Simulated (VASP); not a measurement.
A run of VASP 6.6.1 is set up as follows.

Contents of INCAR:

```
PREC     = Accurate       # precision mode
ENCUT    = 520            # plane-wave cutoff, eV
EDIFF    = 1E-7           # SCF threshold, eV
ISMEAR   = -1             # smearing method
SIGMA    = 0.05           # smearing width, eV
LREAL    = F              # projectors in reciprocal space
LASPH    = T              # aspherical terms in the spheres
NELM     = 60             # most SCF steps
ALGO     = Normal         # electronic algorithm
ISIF     = 2              # what is computed and relaxed
LWAVE    = F              # write WAVECAR
LCHARG   = F              # write CHGCAR
LDIPOL   = T            
IDIPOL   = 3            
DIPOL    = 0.5 0.5 0.500
GGA      = PS             # functional
NBANDS   = 38             # bands
```

File KPOINTS:

```
regular mesh
0
Gamma
  11 11 1
```

POSCAR

```
Bi
1.0
    3.4905818625      0.0000000000      0.0000000000
    0.0000000000      3.4905818625      0.0000000000
    0.0000000000      0.0000000000     23.4046000000
Bi
4
Direct
    0.2500000000      0.2500000000      0.3502293045
    0.7500000000      0.7500000000      0.4459164287
    0.2500000000      0.2500000000      0.5540835696
    0.7500000000      0.7500000000      0.6497706965
```

Potentials or basis: VASP PAW PBE potentials, release 64 (Bi_d).

Launch:

```console
$ cat potpaw_PBE.64/Bi_d/POTCAR > POTCAR
$ mpirun -np 1 vasp_std > vasp.out
```

**Question.** What does it give for the band gap on the k mesh?

**Answer.** Zero (bands 30 and 31 overlap by 2.51 eV).

**Question.** Predict the largest force.

**Answer.** 0.009 eV/Å.

Forces in eV/Å, atoms in the order of the input:
```
Bi   0.000  0.000 -0.008
Bi   0.000  0.000  0.009
Bi   0.000  0.000 -0.009
Bi   0.000  0.000  0.008
```

Caveat: the PAW data sets were made with another functional, which shifts forces and pressure a little; spin-orbit coupling is left out, which moves the levels of the heavy elements.
